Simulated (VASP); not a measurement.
Runs of VASP 6.6.1 on Sb. The structure is that of space group Immm (No. 71), or close to it. The cells are those of the table. The cell was generated, and may not be a known phase.

```csv
task,cell,k mesh,cutoff (eV),gap on the mesh (eV),pressure (GPa),relaxed volume (Å³/atom)
single point,"a = 3.567 Å, angles 137.7, 107.6, 87.6°, 1 atom",8 × 8 × 8,520,none,15.5,-
relaxation of cell and atoms,"relaxed from a = 3.567 Å, angles 137.7, 107.6, 87.6°, 1 atom",8 × 8 × 8,600,none,-0.1,(a)
relaxation of cell and atoms,"relaxed from a = 3.342 Å, angles 121.2, 106.9, 101.1°, 1 atom",22 × 22 × 22,600,none,0.0,27.16
single point,"a = 3.342 Å, angles 121.2, 106.9, 101.1°, 1 atom",8 × 8 × 8,520,none,-0.2,-
```

Alike in all rows: level PBE; potentials or basis VASP PAW PBE potentials, release 64 (Sb); no spin polarisation; smearing gaussian 0.1 eV.

Question: Estimate the missing entries.

Answer: (a) 27.72.

Caveats: spin-orbit coupling is left out, which moves the levels of the heavy elements; the stress differs along the axes, from 1 to 44 GPa (at least some runs).

A k mesh can miss the band edges, and the runs leave out spin-orbit coupling on Sb.

A gap of «none» marks levels without a gap at the run's occupations.
